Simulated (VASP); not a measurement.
# Co (Pm-3n) in VASP: notebook

Runs on Co. Level: BLYP. Tasks: single point, relaxation of cell and atoms.

Everything below comes from runs of VASP 6.6.1. Logs are shortened: lines on timing, memory, paths and dates and some standing lists are left out, and cuts for length are marked.

### 1 The cell of the first run

It takes space group Pm-3n (No. 223, cubic). The conventional cell has a = 4.463 Å, b = 4.463 Å, c = 4.463 Å, α = 90.00°, β = 90.00°, γ = 90.00°. Co (site symmetry m-3) has 12 Co at 2.49 Å within 3.3 Å. Within 3.0 Å of Co (site symmetry -4m2) lie 14 Co at 2.23 to 2.73 Å.

### 2 Single point, BLYP

INCAR

```
AGGAC = 1.0
AGGAX = 1.0
ALDAC = 0.0
ALDAX = 1.0
ALGO = Normal
EDIFF = 1E-6
ENCUT = 520
GGA = B5
ISIF = 2
ISMEAR = -1
LASPH = True
LCHARG = False
LREAL = False
LWAVE = False
NBANDS = 46
NELM = 60
PREC = Accurate
SIGMA = 0.1
```

KPOINTS

```
k-points
0
Gamma
  6 6 6
```

POSCAR

```
Co
1.0
    4.4630882236      0.0000000000      0.0000000000
    0.0000000000      4.4630882236      0.0000000000
    0.0000000000      0.0000000000      4.4630882236
Co
8
Direct
    1.0000000000      0.0000000000      1.0000000000
    0.5000000000      0.5000000000      0.5000000000
    0.2500000000      1.0000000000      0.5000000000
    0.7500000000      1.0000000000      0.5000000000
    0.5000000000      0.2500000000      1.0000000000
    0.5000000000      0.7500000000      0.0000000000
    1.0000000000      0.5000000000      0.2500000000
    1.0000000000      0.5000000000      0.7500000000
```

Potentials or basis: VASP PAW PBE potentials, release 64 (Co).

Run with:

```
> cat potpaw_PBE.64/Co/POTCAR > POTCAR
> mpirun -np 1 vasp_std > vasp.out
```

OUTCAR:

```text
EDIFF = 1E-6
   ENCUT = 520
   GGA = B5
   ISIF = 2
   ISMEAR = -1
   LASPH = True
   LREAL = False
   NELM = 60
   PREC = Accurate

 ion  position               nearest neighbor table
   1  0.000  0.000  0.000-   3 2.49   4 2.49   5 2.49   6 2.49   7 2.49   8 2.49   3 2.49   4 2.49
                             7 2.49   8 2.49   5 2.49   6 2.49
   2  0.500  0.500  0.500-   3 2.49   4 2.49   5 2.49   6 2.49   7 2.49   8 2.49   5 2.49   6 2.49
                             3 2.49   4 2.49   7 2.49   8 2.49
   3  0.250  0.000  0.500-   4 2.23   4 2.23   1 2.49   1 2.49   2 2.49   2 2.49   8 2.73   5 2.73
                             5 2.73   6 2.73   6 2.73   7 2.73   8 2.73   7 2.73
   4  0.750  0.000  0.500-   3 2.23   3 2.23   1 2.49   1 2.49   2 2.49   2 2.49   8 2.73   5 2.73
                             5 2.73   6 2.73   6 2.73   7 2.73   8 2.73   7 2.73
   5  0.500  0.250  0.000-   6 2.23   6 2.23   1 2.49   2 2.49   2 2.49   1 2.49   8 2.73   4 2.73
                             3 2.73   4 2.73   3 2.73   7 2.73   7 2.73   8 2.73
   6  0.500  0.750  0.000-   5 2.23   5 2.23   1 2.49   2 2.49   2 2.49   1 2.49   8 2.73   4 2.73
                             3 2.73   4 2.73   3 2.73   7 2.73   7 2.73   8 2.73
   7  0.000  0.500  0.250-   8 2.23   8 2.23   1 2.49   2 2.49   1 2.49   2 2.49   3 2.73   4 2.73
                             5 2.73   3 2.73   4 2.73   6 2.73   5 2.73   6 2.73
   8  0.000  0.500  0.750-   7 2.23   7 2.23   1 2.49   2 2.49   1 2.49   2 2.49   3 2.73   4 2.73
                             5 2.73   3 2.73   4 2.73   6 2.73   5 2.73   6 2.73

  LATTYP: Found a simple cubic cell.
 ALAT       =     4.4630882236

  Lattice vectors:

 A1 = (   4.4630882236,   0.0000000000,   0.0000000000)
 A2 = (   0.0000000000,   4.4630882236,   0.0000000000)
 A3 = (   0.0000000000,   0.0000000000,   4.4630882236)

Analysis of symmetry for initial positions (statically):
=====================================================================
 Subroutine PRICEL returns:
 Original cell was already a primitive cell.

 Routine SETGRP: Setting up the symmetry group for a
 simple cubic supercell.

 Subroutine GETGRP returns: Found 48 space group operations
 (whereof 24 operations were pure point group operations)
 out of a pool of 48 trial point group operations.

The static configuration has the point symmetry T_h .
 The point group associated with its full space group is O_h .

Analysis of symmetry for dynamics (positions and initial velocities):
=====================================================================
 Subroutine PRICEL returns:
 Original cell was already a primitive cell.

 Routine SETGRP: Setting up the symmetry group for a
 simple cubic supercell.

 Subroutine GETGRP returns: Found 48 space group operations
 (whereof 24 operations were pure point group operations)
 out of a pool of 48 trial point group operations.

The dynamic configuration has the point symmetry T_h .
 The point group associated with its full space group is O_h .

 Subroutine INISYM returns: Found 48 space group operations
 (whereof 24 operations are pure point group operations),
 and found     1 'primitive' translations

----------------------------------------------------------------------------------------

                                     Primitive cell

  volume of cell :      88.9010

  direct lattice vectors                    reciprocal lattice vectors
     4.463088224  0.000000000  0.000000000     0.224060101  0.000000000  0.000000000
     0.000000000  4.463088224  0.000000000     0.000000000  0.224060101  0.000000000
     0.000000000  0.000000000  4.463088224     0.000000000  0.000000000  0.224060101

  length of vectors
     4.463088224  4.463088224  4.463088224     0.224060101  0.224060101  0.224060101

  position of ions in fractional coordinates (direct lattice)
     0.000000000  0.000000000  0.000000000
     0.500000000  0.500000000  0.500000000
     0.250000000  0.000000000  0.500000000
     0.750000000  0.000000000  0.500000000
     0.500000000  0.250000000  0.000000000
     0.500000000  0.750000000  0.000000000
     0.000000000  0.500000000  0.250000000
     0.000000000  0.500000000  0.750000000

  ion indices of the primitive-cell ions
   primitive index   ion index
                 1           1
                 2           2
                 3           3
                 4           4
                 5           5
                 6           6
                 7           7
                 8           8

----------------------------------------------------------------------------------------

 KPOINTS: k-points

Automatic generation of k-mesh.
 Grid dimensions read from file:
 generate k-points for:    6    6    6

 Generating k-lattice:

  Cartesian coordinates                     Fractional coordinates (reciprocal lattice)
     0.037343350  0.000000000  0.000000000     0.166666667  0.000000000  0.000000000
     0.000000000  0.037343350  0.000000000     0.000000000  0.166666667  0.000000000
     0.000000000  0.000000000  0.037343350     0.000000000  0.000000000  0.166666667

  Length of vectors
     0.037343350  0.037343350  0.037343350

  Shift w.r.t. Gamma in fractional coordinates (k-lattice)
     0.000000000  0.000000000  0.000000000

 Subroutine IBZKPT returns following result:
 ===========================================

 Found     20 irreducible k-points:

 Following reciprocal coordinates:
            Coordinates               Weight
  0.000000  0.000000  0.000000      1.000000
  0.166667  0.000000  0.000000      6.000000
  0.333333  0.000000  0.000000      6.000000
  0.500000  0.000000  0.000000      3.000000
  0.166667  0.166667  0.000000     12.000000
  0.333333  0.166667  0.000000     24.000000
[... 12 lines left out ...]
  0.500000  0.500000  0.333333      6.000000
  0.500000  0.500000  0.500000      1.000000
   k-points           NKPTS =     20   k-points in BZ     NKDIM =     20   number of bands    NBANDS=     46
   number of dos      NEDOS =    301   number of ions     NIONS =      8
   total plane-waves  NPLWV =  46656
   dimension x,y,z NGX =    36 NGY =   36 NGZ =   36
   dimension x,y,z NGXF=    72 NGYF=   72 NGZF=   72
   ions per type =               8
   NGX,Y,Z   is equivalent  to a cutoff of  13.41, 13.41, 13.41 a.u.
   NGXF,Y,Z  is equivalent  to a cutoff of  26.82, 26.82, 26.82 a.u.
 SYSTEM =  unknown system
   PREC   = accura    normal or accurate (medium, high low for compatibility)
   ISTART =      0    job   : 0-new  1-cont  2-samecut
   ICHARG =      2    charge: 1-file 2-atom 10-const
   ISPIN  =      1    spin polarized calculation?
   LNONCOLLINEAR =      F non collinear calculations
   LSORBIT =      F    spin-orbit coupling
   LASPH  =      T    aspherical Exc in radial PAW
   ENCUT  =  520.0 eV  38.22 Ry    6.18 a.u.   8.30  8.30  8.30*2*pi/ulx,y,z
   NELM   =     60;   NELMIN=  2; NELMDL= -5     # of ELM steps
   EDIFF  = 0.1E-05   stopping-criterion for ELM
   LREAL  =      F    real-space projection
   EDIFFG = 0.1E-04   stopping-criterion for IOM
   NSW    =      0    number of steps for IOM
   IBRION =     -1    ionic relax: 0-MD 1-quasi-New 2-CG
   NFREE  =      0    steps in history (QN), initial steepest desc. (CG)
   ISIF   =      2    stress and relaxation
   ISYM   =      2    0-nonsym 1-usesym 2-fastsym
   POTIM  = 0.5000    time-step for ionic-motion
   TEBEG  =    0.0;   TEEND  =   0.0 temperature during run
   PSTRESS=    0.0 pullay stress
   NELECT =      72.0000    total number of electrons
   NUPDOWN=      -1.0000    fix difference up-down
   EMIN   =  10.00;   EMAX   =-10.00  energy-range for DOS
   EFERMI =   0.00;   METHOD = LEGACY
   ISMEAR =    -1;   SIGMA  =   0.10  broadening in eV -4-tet -1-fermi 0-gaus
   EFERMI_NEDOS =   21; number of points for ismear=-14 and -15
   IALGO  =     38    algorithm
   IMIX   =      4    mixing-type and parameters
     AMIX     =   0.40;   BMIX     =  1.00
     AMIX_MAG =   1.60;   BMIX_MAG =  1.00
  volume/ion in A,a.u.               =      11.11        74.99
  Fermi-wavevector in a.u.,A,eV,Ry     =   1.525985  2.883693 31.682927  2.328629
  Thomas-Fermi vector in A             =   2.634080
   LORBIT       =      0    0 simple, 1 ext, 2 COOP (PROOUT), +10 PAW based schemes
   GGA     = B5    functional components
   LHFCALC =     F    Hartree Fock is set to
   AEXX    =    0.0000 exact exchange contribution
   IVDW    =     0    specifies the selected vdW correction
   LEPSILON=     F    determine dielectric tensor
   LRPA    =     F    only Hartree local field effects (RPA)
 non-spin polarized calculation
  energy-cutoff  :      520.00
  volume of cell :       88.90
 maximum number of plane-waves:      2440
 NGX is ok and might be reduce to    36
   NGX = 17   NGY = 17   NGZ = 17

 number of electron      71.9999928 magnetization

 Free energy of the ion-electron system (eV)
  ---------------------------------------------------
  ext. energy  EPLUGINS =         0.00000000
  ---------------------------------------------------
  free energy    TOTEN  =       -45.85890442 eV

  energy without entropy =      -45.00024004  energy(sigma->0) =      -45.42957223

 E-fermi :  10.2803     XC(G=0): -12.6689

 val. band max:       10.2729335866   @ k =   0.5000   0.3333   0.1667
 cond. band min:      10.2838153473   @ k =   0.5000   0.5000   0.0000
 fundamental gap:      0.0108817607
 Fermi energy:        10.2802912005

 k-point     1 :       0.0000    0.0000    0.0000
  band No.  band energies     occupation
      1       1.7981      2.00000
      2       5.8031      2.00000
      3       5.8031      2.00000
      4       6.4885      2.00000
      5       6.8228      2.00000
      6       6.8228      2.00000
[... 38 lines left out ...]
     45      13.7580      0.00000
     46      13.7580      0.00000

 k-point     2 :       0.1667    0.0000    0.0000
  band No.  band energies     occupation
      1       2.0261      2.00000
      2       5.6348      2.00000
      3       5.9441      2.00000
      4       6.1741      2.00000
      5       6.7898      2.00000
      6       6.7898      2.00000
[... 874 lines left out ...]
 k-point    20 :       0.5000    0.5000    0.5000
  band No.  band energies     occupation
      1       6.0960      2.00000
      2       6.0960      2.00000
      3       6.0960      2.00000
      4       6.0960      2.00000
      5       6.0960      2.00000
      6       6.0960      2.00000
[... 38 lines left out ...]
     45      11.2915      0.00008
     46      11.2915      0.00008

------------------------ aborting loop because EDIFF is reached ----------------------------------------

  FORCE on cell =-STRESS in cart. coord.  units (eV):
  Direction    XX          YY          ZZ          XY          YZ          ZX
  --------------------------------------------------------------------------------------
  -------------------------------------------------------------------------------------
  Total       -0.1020908     -0.1020908     -0.1020908     -0.0000000     -0.0000000     -0.0000000
  in kB       -1.8398847     -1.8398847     -1.8398847     -0.0000000     -0.0000000     -0.0000000
  external PRESSURE =      -1.8398847 kB  Pullay stress =       0.0000000 kB

 VOLUME and BASIS-vectors are now :
 -----------------------------------------------------------------------------
  energy-cutoff  :      520.00
  volume of cell :       88.90
      direct lattice vectors                 reciprocal lattice vectors
     4.463088224  0.000000000  0.000000000     0.224060101  0.000000000  0.000000000
     0.000000000  4.463088224  0.000000000     0.000000000  0.224060101  0.000000000
     0.000000000  0.000000000  4.463088224     0.000000000  0.000000000  0.224060101

 POSITION                                       TOTAL-FORCE (eV/Angst)
 -----------------------------------------------------------------------------------
      0.00000      0.00000      0.00000         0.000000      0.000000      0.000000
      2.23154      2.23154      2.23154         0.000000      0.000000      0.000000
      1.11577      0.00000      2.23154        -0.000000      0.000000     -0.000000
      3.34732      0.00000      2.23154         0.000000     -0.000000      0.000000
      2.23154      1.11577      0.00000         0.000000      0.000000      0.000000
      2.23154      3.34732      0.00000        -0.000000     -0.000000     -0.000000
      0.00000      2.23154      1.11577        -0.000000     -0.000000      0.000000
      0.00000      2.23154      3.34732        -0.000000     -0.000000     -0.000000
 -----------------------------------------------------------------------------------
    total drift:                                0.000000      0.000000     -0.000000

  FREE ENERGIE OF THE ION-ELECTRON SYSTEM (eV)
  ---------------------------------------------------
  free  energy   TOTEN  =       -45.8589044172 eV

  energy  without entropy=      -45.0002400443  energy(sigma->0) =      -45.42957223
```

Wall time 1.7 min (1 thread of Intel Xeon Platinum 8488C (Sapphire Rapids), shared host); peak memory 0.22 GiB.

What came out:

- Free energy: -45.8589 eV
- Pressure: -0.2 GPa
- Band gap on the k mesh: zero (bands 36 and 37 overlap by 0.21 eV)

Caveat: the PAW data sets were made with another functional, which shifts forces and pressure a little; the run has no spin polarisation, though such a crystal can be magnetic.

### 3 Single point, BLYP

INCAR

```
SYSTEM = Co
AGGAC = 1.0
AGGAX = 1.0
ALDAC = 0.0
ALDAX = 1.0
ALGO = Normal
EDIFF = 1E-6
ENCUT = 520
GGA = B5
ISIF = 2
ISMEAR = -1
LASPH = .TRUE.
LCHARG = .TRUE.
LELF = .TRUE.
LREAL = .FALSE.
LVHAR = .TRUE.
LWAVE = .FALSE.
NBANDS = 46
NELM = 80
PREC = Accurate
SIGMA = 0.1
```

KPOINTS

```
k-points
0
G
  8 8 8
  0 0 0
```

POSCAR is that of step 2.

Potentials or basis: VASP PAW PBE potentials, release 64 (Co).

Run with:

```
> cat potpaw_PBE.64/Co/POTCAR > POTCAR
> mpirun -np 1 vasp_std > vasp.out
```

OUTCAR:

```text
SYSTEM = Co
   EDIFF = 1E-6
   ENCUT = 520
   GGA = B5
   ISIF = 2
   ISMEAR = -1
   LASPH = .TRUE.
   LREAL = .FALSE.
   NELM = 80
   PREC = Accurate

 ion  position               nearest neighbor table
   1  0.000  0.000  0.000-   3 2.49   4 2.49   5 2.49   6 2.49   7 2.49   8 2.49   3 2.49   4 2.49
                             7 2.49   8 2.49   5 2.49   6 2.49
   2  0.500  0.500  0.500-   3 2.49   4 2.49   5 2.49   6 2.49   7 2.49   8 2.49   5 2.49   6 2.49
                             3 2.49   4 2.49   7 2.49   8 2.49
   3  0.250  0.000  0.500-   4 2.23   4 2.23   1 2.49   1 2.49   2 2.49   2 2.49   8 2.73   5 2.73
                             5 2.73   6 2.73   6 2.73   7 2.73   8 2.73   7 2.73
   4  0.750  0.000  0.500-   3 2.23   3 2.23   1 2.49   1 2.49   2 2.49   2 2.49   8 2.73   5 2.73
                             5 2.73   6 2.73   6 2.73   7 2.73   8 2.73   7 2.73
   5  0.500  0.250  0.000-   6 2.23   6 2.23   1 2.49   2 2.49   2 2.49   1 2.49   8 2.73   4 2.73
                             3 2.73   4 2.73   3 2.73   7 2.73   7 2.73   8 2.73
   6  0.500  0.750  0.000-   5 2.23   5 2.23   1 2.49   2 2.49   2 2.49   1 2.49   8 2.73   4 2.73
                             3 2.73   4 2.73   3 2.73   7 2.73   7 2.73   8 2.73
   7  0.000  0.500  0.250-   8 2.23   8 2.23   1 2.49   2 2.49   1 2.49   2 2.49   3 2.73   4 2.73
                             5 2.73   3 2.73   4 2.73   6 2.73   5 2.73   6 2.73
[... 1382 lines left out ...]

 [... further k-points ...]

------------------------ aborting loop because EDIFF is reached ----------------------------------------

  FORCE on cell =-STRESS in cart. coord.  units (eV):
  Direction    XX          YY          ZZ          XY          YZ          ZX
  --------------------------------------------------------------------------------------
  -------------------------------------------------------------------------------------
  Total       -0.0820992     -0.0820992     -0.0820992      0.0000000      0.0000000     -0.0000000
  in kB       -1.4795962     -1.4795962     -1.4795962      0.0000000      0.0000000     -0.0000000
  external PRESSURE =      -1.4795962 kB  Pullay stress =       0.0000000 kB

 VOLUME and BASIS-vectors are now :
 -----------------------------------------------------------------------------
  energy-cutoff  :      520.00
  volume of cell :       88.90
      direct lattice vectors                 reciprocal lattice vectors
     4.463088224  0.000000000  0.000000000     0.224060101  0.000000000  0.000000000
     0.000000000  4.463088224  0.000000000     0.000000000  0.224060101  0.000000000
     0.000000000  0.000000000  4.463088224     0.000000000  0.000000000  0.224060101

 POSITION                                       TOTAL-FORCE (eV/Angst)
 -----------------------------------------------------------------------------------
      0.00000      0.00000      0.00000        -0.000000      0.000000      0.000000
      2.23154      2.23154      2.23154        -0.000000      0.000000      0.000000
      1.11577      0.00000      2.23154         0.000000     -0.000000      0.000000
      3.34732      0.00000      2.23154        -0.000000     -0.000000     -0.000000
      2.23154      1.11577      0.00000         0.000000      0.000000      0.000000
      2.23154      3.34732      0.00000         0.000000     -0.000000     -0.000000
      0.00000      2.23154      1.11577        -0.000000      0.000000     -0.000000
      0.00000      2.23154      3.34732        -0.000000      0.000000      0.000000
 -----------------------------------------------------------------------------------
    total drift:                                0.000000      0.000000     -0.000000

  FREE ENERGIE OF THE ION-ELECTRON SYSTEM (eV)
  ---------------------------------------------------
  free  energy   TOTEN  =       -45.8516807600 eV

  energy  without entropy=      -44.9797742735  energy(sigma->0) =      -45.41572752
```

OSZICAR:

```text
N       E                     dE             d eps       ncg     rms          rms(c)
DAV:   1     0.567107754037E+03    0.56711E+03   -0.30716E+04  3220   0.210E+03
DAV:   2    -0.214001412956E+01   -0.56925E+03   -0.55281E+03  3226   0.414E+02
DAV:   3    -0.513005193167E+02   -0.49161E+02   -0.42665E+02  3438   0.157E+02
DAV:   4    -0.537779121752E+02   -0.24774E+01   -0.22871E+01  3912   0.359E+01
DAV:   5    -0.538547528300E+02   -0.76841E-01   -0.76536E-01  4394   0.510E+00    0.257E+01
DAV:   6    -0.478988380356E+02    0.59559E+01   -0.85399E+01  3372   0.914E+01    0.154E+01
DAV:   7    -0.664272997182E+02   -0.18528E+02   -0.39941E+01  3858   0.131E+02    0.610E+01
DAV:   8    -0.457626800366E+02    0.20665E+02   -0.31993E+01  3818   0.622E+01    0.535E+00
DAV:   9    -0.459201410435E+02   -0.15746E+00   -0.27573E+00  3432   0.163E+01    0.266E+00
DAV:  10    -0.458547762628E+02    0.65365E-01   -0.21596E-01  3816   0.486E+00    0.624E-01
DAV:  11    -0.458531350350E+02    0.16412E-02   -0.23985E-02  3624   0.187E+00    0.567E-01
DAV:  12    -0.458517727451E+02    0.13623E-02   -0.48016E-03  4230   0.113E+00    0.200E-01
DAV:  13    -0.458516973857E+02    0.75359E-04   -0.55164E-04  3672   0.322E-01    0.569E-02
DAV:  14    -0.458516829086E+02    0.14477E-04   -0.26438E-04  4120   0.137E-01    0.206E-02
DAV:  15    -0.458516814685E+02    0.14401E-05   -0.19766E-05  3656   0.464E-02    0.114E-02
DAV:  16    -0.458516807600E+02    0.70847E-06   -0.33530E-06  2372   0.180E-02
   1 F= -.45851681E+02 E0= -.45415728E+02  d E =-.871906E+00
```

Wall time 2.4 min (1 thread of Intel Xeon Platinum 8488C (Sapphire Rapids), shared host); peak memory 0.25 GiB.

What came out:

```yaml
Free_energy: -45.8517 eV
Pressure: -0.1 GPa
Band_gap_on_the_k_mesh: zero (bands 36 and 37 overlap by 0.23 eV)
```

Caveat: the PAW data sets were made with another functional, which shifts forces and pressure a little; the run has no spin polarisation, though such a crystal can be magnetic. Spin polarisation is off, so any magnetic state and its effect on volume and gap are missing.

(Continued in part 2 of 2.)
